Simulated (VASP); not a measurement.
Al, 4 atoms in the cell. It takes space group P6_3/mmc (No. 194, hexagonal). Conventional cell: a = 2.827 Å, b = 2.827 Å, c = 9.186 Å, α = 90.00°, β = 90.00°, γ = 120.00°. Al (site symmetry -3m) has 12 Al at 2.82 to 2.83 Å within 3.7 Å. Al (site symmetry -6m2) has 12 Al at 2.82 to 2.83 Å within 3.7 Å. 

- Program: VASP 6.6.1
- Task: single point
- Functional: PBEsol
- Potentials or basis: VASP PAW PBE potentials, release 64 (Al)
- Cutoff: 520 eV
- k mesh: 10 × 10 × 3
- Occupations: gaussian, width 0.15 eV
- Spin: no spin polarisation
- Dipole correction: no
- Further INCAR settings: ALGO = Normal; EDIFF = 1e-06; NBANDS = 14

Potentials or basis: VASP PAW PBE potentials, release 64 (Al).

Command:

```bash
$ cat potpaw_PBE.64/Al/POTCAR > POTCAR
$ mpirun -np 1 vasp_std > vasp.out
```

Hardware: 1 thread of Intel(R) Xeon(R) 6975P-C (Granite Rapids) (shared host).

Problem. Estimate the wall time of this run.

Solution. Run time: 10 s on 1 thread of Intel(R) Xeon(R) 6975P-C (Granite Rapids), on a shared host, peak memory 0.17 GiB. Counts: scf iterations 11, k points 28.
